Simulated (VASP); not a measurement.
CdBr3:

```
Br Cd
1.0
     7.71326    0.00000    0.00000
    -3.85663    6.67988    0.00000
     0.00000    0.00000    4.40310
Br Cd
6 2
Direct
  0.38770 0.30190 0.25000
  0.08580 0.38770 0.75000
  0.69810 0.08580 0.25000
  0.61230 0.69810 0.75000
  0.91420 0.61230 0.25000
  0.30190 0.91420 0.75000
  0.33330 0.66670 0.25000
  0.66660 0.33330 0.75000
```

Base run:

* Program: VASP 6.6.1
* Functional: RPBE
* Potentials or basis: VASP PAW PBE potentials, release 64 (Br, Cd)
* Cutoff: 520 eV
* k mesh: 3 × 3 × 4
* Occupations: fermi-dirac, width 0.1 eV
* Spin: no spin polarisation

Its results: band gap on the k mesh zero (bands 33 and 34 overlap by 0.12 eV); pressure 3.0 GPa; largest force 0.184 eV/Å.

The run is repeated on the same cell with these changes: functional from RPBE to PBE. What comes out?

Band gap on the k mesh zero (bands 33 and 34 overlap by 0.12 eV); pressure 0.9 GPa; largest force 0.109 eV/Å.

PBE binds more tightly than RPBE, so the same cell stands under less pressure.

Caveats: the PAW data sets were made with another functional, which shifts forces and pressure a little (at least some runs).
